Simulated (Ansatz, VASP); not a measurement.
SnO: VASP beside Ansatz

```
Sn O
1.0
     4.01679    0.00000    0.00000
     0.00000    3.79265    0.00000
     0.00000    0.00000    4.75821
Sn O
2 2
Cartesian
  2.0084 0.0000 1.1110
  0.0000 1.8963 3.6472
  0.0000 0.0000 0.0461
  2.0084 1.8963 -0.0461
```

Change from the starting cell: uniaxial_x strain +5.9%.

Alike in both runs: task single point; functional r2SCAN; k mesh 6 × 6 × 6; no spin polarisation.

|  | VASP | Ansatz |
| --- | --- | --- |
| version | VASP 6.6.1 | Ansatz 0.2.0 |
| potentials or method | VASP PAW PBE potentials, release 64 (Sn_d, O) | plane waves, PAW |
| plane-wave cutoff (eV) | 660 | 500 |
| occupations | gaussian, width 0.01 eV | fixed |
| valence electrons in the cell | 40 | 40 |

VASP gave:

| Property | Result |
| --- | --- |
| gap on the k mesh at the Fermi level (eV) | 0.62 |
| pressure (GPa) | -2.1 |
| traceless stress, the component that is largest in VASP (GPa) | 2.99 |
| rms of the force components (eV/Å) | 0.046 |

Q: Which values does Ansatz return?

A: gap on the k mesh at the Fermi level (eV): 0.62; pressure (GPa): -2.6; traceless stress, the component that is largest in VASP (GPa): 3.06; rms of the force components (eV/Å): 0.006.

VASP's potentials were made for PBE, not for r2SCAN. Atom by atom the forces differ by 0.053 eV/Å (rms over components).
